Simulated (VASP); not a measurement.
# In3GaP4 (an interface model) in VASP: single point with PBEsol

Aim: the single point of In3GaP4 (an interface model) with PBEsol.

Program: VASP 6.6.1. These are calculated values, not measurements. Logs are shortened: lines on timing, memory, paths and dates and some standing lists are left out, and cuts for length are marked.

## 1. The cell of the first run

The cell holds layers of an interface, 16 atoms: a = 6.316 Å, b = 3.833 Å, c = 14.777 Å, α = 90.00°, β = 90.00°, γ = 90.00°.

## 2. Single point, PBEsol

INCAR reads:

```
  PREC = Accurate
  ENCUT = 400
  EDIFF = 1E-6
  ISMEAR = -1
  SIGMA = 0.05
  LREAL = False
  LASPH = True
  NELM = 120
  ALGO = Normal
  ISIF = 2
  LWAVE = False
  LCHARG = False
  GGA = PS
  NBANDS = 86
  GGA_COMPAT = False
```

KPOINTS reads:

```
Automatic mesh
0
Gamma
  4 6 2
```

POSCAR reads:

```
In3GaP4
1.0
    0.0000000000      0.0000000000      6.3158210000
    3.8334610000      0.0000002605      0.0000000000
   -0.0000010042     14.7766930302      0.0000000000
Ga In P
2 6 8
Direct
    0.9959370000      0.0000000000      0.1403340000
    0.4959420000      0.5000000000      0.0690230000
    0.9963370000      0.5000000000      0.3860300000
    0.9959200000      0.0000000000      0.6447810000
    0.9925840000      0.5000000000      0.9052890000
    0.4925490000      0.0000000000      0.3040800000
    0.4959220000      0.5000000000      0.5645810000
    0.4963790000      0.0000000000      0.8233260000
    0.3650470000      0.0000000000      0.1415820000
    0.3856800000      0.5000000000      0.4006460000
    0.3846180000      0.0000000000      0.6597510000
    0.3838680000      0.5000000000      0.9184220000
    0.8650380000      0.5000000000      0.0677780000
    0.8838320000      0.0000000000      0.2909320000
    0.8846210000      0.5000000000      0.5496100000
    0.8857260000      0.0000000000      0.8087210000
```

Potentials or basis: VASP PAW PBE potentials, release 64 (Ga_d, In_d, P).

Launch:

```console
> cat potpaw_PBE.64/Ga_d/POTCAR potpaw_PBE.64/In_d/POTCAR potpaw_PBE.64/P/POTCAR > POTCAR
> mpirun -np 1 vasp_std > vasp.out
```

OUTCAR:

```text
PREC = Accurate
   ENCUT = 400
   EDIFF = 1E-6
   ISMEAR = -1
   LREAL = False
   LASPH = True
   NELM = 120
   ISIF = 2
   GGA = PS

 ion  position               nearest neighbor table
   1  0.996  0.000  0.140-   9 2.33  14 2.34  13 2.35  13 2.35
   2  0.496  0.500  0.069-  13 2.33  12 2.34   9 2.35   9 2.35
   3  0.996  0.500  0.386-  10 2.47  14 2.48  14 2.48  15 2.52   6 3.87   6 3.87   6 3.91   6 3.91

   4  0.996  0.000  0.645-  11 2.46  15 2.48  15 2.48  16 2.52   7 3.88   7 3.88   7 3.88   7 3.88

   5  0.993  0.500  0.905-  12 2.48  16 2.48  16 2.48  13 2.53   8 3.87   8 3.87   8 3.91   8 3.91

   6  0.493  0.000  0.304-  14 2.48  10 2.48  10 2.48   9 2.53   3 3.87   3 3.87   3 3.91   3 3.91

   7  0.496  0.500  0.565-  15 2.46  11 2.48  11 2.48  10 2.52   4 3.88   4 3.88   4 3.88   4 3.88

   8  0.496  0.000  0.823-  16 2.47  12 2.48  12 2.48  11 2.52   5 3.87   5 3.87   5 3.91   5 3.91

   9  0.365  0.000  0.142-   1 2.33   2 2.35   2 2.35   6 2.53
  10  0.386  0.500  0.401-   3 2.47   6 2.48   6 2.48   7 2.52
  11  0.385  0.000  0.660-   4 2.46   7 2.48   7 2.48   8 2.52
  12  0.384  0.500  0.918-   2 2.34   5 2.48   8 2.48   8 2.48
  13  0.865  0.500  0.068-   2 2.33   1 2.35   1 2.35   5 2.53
  14  0.884  0.000  0.291-   1 2.34   6 2.48   3 2.48   3 2.48
  15  0.885  0.500  0.550-   7 2.46   4 2.48   4 2.48   3 2.52
  16  0.886  0.000  0.809-   8 2.47   5 2.48   5 2.48   4 2.52

  LATTYP: Found a simple orthorhombic cell.
 ALAT       =     3.8334610000
 B/A-ratio  =     1.6475506077
 C/A-ratio  =     3.8546611092

  Lattice vectors:

 A1 = (  -3.8334610000,  -0.0000002605,   0.0000000000)
 A2 = (   0.0000000000,   0.0000000000,   6.3158210000)
 A3 = (  -0.0000010042,  14.7766930302,   0.0000000000)

Analysis of symmetry for initial positions (statically):
=====================================================================
 Subroutine PRICEL returns:
 Original cell was already a primitive cell.

 Routine SETGRP: Setting up the symmetry group for a
 simple orthorhombic supercell.

 Subroutine GETGRP returns: Found  2 space group operations
 (whereof  2 operations were pure point group operations)
 out of a pool of  8 trial point group operations.

The static configuration has the point symmetry C_1h.

Analysis of symmetry for dynamics (positions and initial velocities):
=====================================================================
 Subroutine PRICEL returns:
 Original cell was already a primitive cell.

 Routine SETGRP: Setting up the symmetry group for a
 simple orthorhombic supercell.

 Subroutine GETGRP returns: Found  2 space group operations
 (whereof  2 operations were pure point group operations)
 out of a pool of  8 trial point group operations.

The dynamic configuration has the point symmetry C_1h.

 Subroutine INISYM returns: Found  2 space group operations
 (whereof  2 operations are pure point group operations),
 and found     1 'primitive' translations

----------------------------------------------------------------------------------------

                                     Primitive cell

  volume of cell :     357.7652

  direct lattice vectors                    reciprocal lattice vectors
     0.000000000  0.000000000  6.315821000     0.000000000  0.000000000  0.158332543
     3.833461000  0.000000260  0.000000000     0.260860877  0.000000018  0.000000000
    -0.000001004 14.776693030  0.000000000    -0.000000005  0.067674140  0.000000000

  length of vectors
     6.315821000  3.833461000 14.776693030     0.158332543  0.260860877  0.067674140

  position of ions in fractional coordinates (direct lattice)
     0.995937000  0.000000000  0.140334000
     0.495942000  0.500000000  0.069023000
     0.996337000  0.500000000  0.386030000
     0.995920000  0.000000000  0.644781000
     0.992584000  0.500000000  0.905289000
     0.492549000  0.000000000  0.304080000
[... 8 lines left out ...]
     0.884621000  0.500000000  0.549610000
     0.885726000  0.000000000  0.808721000

  ion indices of the primitive-cell ions
   primitive index   ion index
                 1           1
                 2           2
                 3           3
                 4           4
                 5           5
                 6           6
[... 8 lines left out ...]
                15          15
                16          16

----------------------------------------------------------------------------------------

 KPOINTS: Automatic mesh

Automatic generation of k-mesh.
 Grid dimensions read from file:
 generate k-points for:    4    6    2

 Generating k-lattice:

  Cartesian coordinates                     Fractional coordinates (reciprocal lattice)
     0.000000000  0.000000000  0.039583136     0.250000000  0.000000000  0.000000000
     0.043476813  0.000000003  0.000000000     0.000000000  0.166666667  0.000000000
    -0.000000002  0.033837070  0.000000000     0.000000000  0.000000000  0.500000000

  Length of vectors
     0.039583136  0.043476813  0.033837070

  Shift w.r.t. Gamma in fractional coordinates (k-lattice)
     0.000000000  0.000000000  0.000000000

 Subroutine IBZKPT returns following result:
 ===========================================

 Found     24 irreducible k-points:

 Following reciprocal coordinates:
            Coordinates               Weight
  0.000000  0.000000  0.000000      1.000000
  0.250000  0.000000  0.000000      2.000000
  0.500000  0.000000  0.000000      1.000000
  0.000000  0.166667 -0.000000      2.000000
  0.250000  0.166667 -0.000000      4.000000
  0.500000  0.166667 -0.000000      2.000000
[... 16 lines left out ...]
  0.250000  0.500000  0.500000      2.000000
  0.500000  0.500000  0.500000      1.000000
   k-points           NKPTS =     24   k-points in BZ     NKDIM =     24   number of bands    NBANDS=     86
   number of dos      NEDOS =    301   number of ions     NIONS =     16
   total plane-waves  NPLWV = 112896
   dimension x,y,z NGX =    42 NGY =   28 NGZ =   96
   dimension x,y,z NGXF=    84 NGYF=   56 NGZF=  192
   ions per type =               2   6   8
   NGX,Y,Z   is equivalent  to a cutoff of  11.06, 12.14, 10.80 a.u.
   NGXF,Y,Z  is equivalent  to a cutoff of  22.11, 24.29, 21.60 a.u.
 SYSTEM =  unknown system
   PREC   = accura    normal or accurate (medium, high low for compatibility)
   ISTART =      0    job   : 0-new  1-cont  2-samecut
   ICHARG =      2    charge: 1-file 2-atom 10-const
   ISPIN  =      1    spin polarized calculation?
   LNONCOLLINEAR =      F non collinear calculations
   LSORBIT =      F    spin-orbit coupling
   LASPH  =      T    aspherical Exc in radial PAW
   ENCUT  =  400.0 eV  29.40 Ry    5.42 a.u.  10.30  6.25 24.10*2*pi/ulx,y,z
   NELM   =    120;   NELMIN=  2; NELMDL= -5     # of ELM steps
   EDIFF  = 0.1E-05   stopping-criterion for ELM
   LREAL  =      F    real-space projection
   EDIFFG = 0.1E-04   stopping-criterion for IOM
   NSW    =      0    number of steps for IOM
   IBRION =     -1    ionic relax: 0-MD 1-quasi-New 2-CG
   NFREE  =      0    steps in history (QN), initial steepest desc. (CG)
   ISIF   =      2    stress and relaxation
   ISYM   =      2    0-nonsym 1-usesym 2-fastsym
   POTIM  = 0.5000    time-step for ionic-motion
   TEBEG  =    0.0;   TEEND  =   0.0 temperature during run
   PSTRESS=    0.0 pullay stress
   NELECT =     144.0000    total number of electrons
   NUPDOWN=      -1.0000    fix difference up-down
   EMIN   =  10.00;   EMAX   =-10.00  energy-range for DOS
   EFERMI =   0.00;   METHOD = LEGACY
   ISMEAR =    -1;   SIGMA  =   0.05  broadening in eV -4-tet -1-fermi 0-gaus
   EFERMI_NEDOS =   21; number of points for ismear=-14 and -15
   IALGO  =     38    algorithm
   IMIX   =      4    mixing-type and parameters
     AMIX     =   0.40;   BMIX     =  1.00
     AMIX_MAG =   1.60;   BMIX_MAG =  1.00
  volume/ion in A,a.u.               =      22.36       150.89
  Fermi-wavevector in a.u.,A,eV,Ry     =   1.208731  2.284170 19.878525  1.461030
  Thomas-Fermi vector in A             =   2.344330
   LORBIT       =      0    0 simple, 1 ext, 2 COOP (PROOUT), +10 PAW based schemes
   GGA     = PS    functional components
   LHFCALC =     F    Hartree Fock is set to
   AEXX    =    0.0000 exact exchange contribution
   IVDW    =     0    specifies the selected vdW correction
   LEPSILON=     F    determine dielectric tensor
   LRPA    =     F    only Hartree local field effects (RPA)
 non-spin polarized calculation
  energy-cutoff  :      400.00
  volume of cell :      357.77
 maximum number of plane-waves:      6544
 NGX is ok and might be reduce to    42
   NGX = 21   NGY = 13   NGZ = 49

 number of electron     143.9999958 magnetization

 Free energy of the ion-electron system (eV)
  ---------------------------------------------------
  ext. energy  EPLUGINS =         0.00000000
  ---------------------------------------------------
  free energy    TOTEN  =       -73.32962388 eV

  energy without entropy =      -73.32659933  energy(sigma->0) =      -73.32811161

 E-fermi :   6.2019     XC(G=0):  -9.9105

 val. band max:        6.1221180008   @ k =   0.0000   0.0000   0.0000
 cond. band min:       6.2553770530   @ k =   0.0000   0.0000   0.0000
 fundamental gap:      0.1332590522
 Fermi energy:         6.2019064669

 k-point     1 :       0.0000    0.0000    0.0000
  band No.  band energies     occupation
      1      -9.0732      2.00000
      2      -9.0411      2.00000
      3      -8.9971      2.00000
      4      -8.9724      2.00000
      5      -8.9644      2.00000
      6      -8.9414      2.00000
[... 76 lines left out ...]
     83       9.8046      0.00000
     84      10.1003      0.00000

 k-point     2 :       0.2500    0.0000    0.0000
  band No.  band energies     occupation
      1      -9.0660      2.00000
      2      -9.0428      2.00000
      3      -8.9947      2.00000
      4      -8.9780      2.00000
      5      -8.9608      2.00000
      6      -8.9446      2.00000
[... 1903 lines left out ...]
     83       9.7674      0.00000
     84       9.7684      0.00000

 k-point    24 :       0.5000    0.5000    0.5000
  band No.  band energies     occupation
      1      -9.0664      2.00000
      2      -9.0663      2.00000
      3      -8.9935      2.00000
      4      -8.9932      2.00000
      5      -8.9421      2.00000
      6      -8.9419      2.00000
[... 76 lines left out ...]
     83       9.2785      0.00000
     84       9.2917      0.00000
 [bands above 84 left out]

------------------------ aborting loop because EDIFF is reached ----------------------------------------

  FORCE on cell =-STRESS in cart. coord.  units (eV):
  Direction    XX          YY          ZZ          XY          YZ          ZX
  --------------------------------------------------------------------------------------
  -------------------------------------------------------------------------------------
  Total       16.7937991     -0.0931819     18.2465254      0.0000011     -0.0001706      0.0000000
  in kB       75.2075467     -0.4172956     81.7132801      0.0000051     -0.0007641      0.0000000
  external PRESSURE =      52.1678438 kB  Pullay stress =       0.0000000 kB

 VOLUME and BASIS-vectors are now :
 -----------------------------------------------------------------------------
  energy-cutoff  :      400.00
  volume of cell :      357.77
      direct lattice vectors                 reciprocal lattice vectors
     0.000000000  0.000000000  6.315821000     0.000000000  0.000000000  0.158332543
     3.833461000  0.000000260  0.000000000     0.260860877  0.000000018  0.000000000
    -0.000001004 14.776693030  0.000000000    -0.000000005  0.067674140  0.000000000

 POSITION                                       TOTAL-FORCE (eV/Angst)
 -----------------------------------------------------------------------------------
     -0.00000      2.07367      6.29016        -0.000000      0.002357     -0.000598
      1.91673      1.01993      3.13228         0.000000     -0.003316     -0.001596
      1.91673      5.70425      6.29269        -0.000000      0.002182      0.001734
     -0.00000      9.52773      6.29005        -0.000000      0.007184      0.002220
      1.91673     13.37718      6.26898         0.000000     -0.005206      0.000269
     -0.00000      4.49330      3.11085        -0.000000      0.004943      0.000456
[... 8 lines left out ...]
      1.91673      8.12142      5.58711         0.000000     -0.004378      0.003099
     -0.00000     11.95022      5.59409         0.000000     -0.004318     -0.001675
 -----------------------------------------------------------------------------------
    total drift:                                0.000000     -0.001190      0.000923

  FREE ENERGIE OF THE ION-ELECTRON SYSTEM (eV)
  ---------------------------------------------------
  free  energy   TOTEN  =       -73.3296238781 eV

  energy  without entropy=      -73.3265993341  energy(sigma->0) =      -73.32811161
```

Run time: 8.4 min. Hardware: 1 thread of Intel Xeon Platinum 8375C at 2.90GHz (Ice Lake), shared host; peak memory 0.56 GiB.

Results:

* Free energy: -73.3296 eV
* Pressure: 5.2 GPa
* Largest force: 0.015 eV/Å
* Band gap on the k mesh: 0.13 eV

Forces in eV/Å, atoms in the order of the input:
```
Ga   0.000  0.002 -0.001
Ga   0.000 -0.003 -0.002
In   0.000  0.002  0.002
In   0.000  0.007  0.002
In   0.000 -0.005  0.000
In   0.000  0.005  0.000
In   0.000 -0.007  0.002
In   0.000 -0.002  0.002
P    0.000 -0.015 -0.002
P    0.000  0.004 -0.001
P    0.000  0.005  0.003
P    0.000  0.008 -0.004
P    0.000  0.015 -0.001
P    0.000 -0.008 -0.004
P    0.000 -0.004  0.003
P    0.000 -0.004 -0.002
```

Caveat: semilocal functionals underestimate gaps, and a narrow one can read as zero; the PAW data sets were made with another functional, which shifts forces and pressure a little; spin-orbit coupling is left out, which moves the levels of the heavy elements.
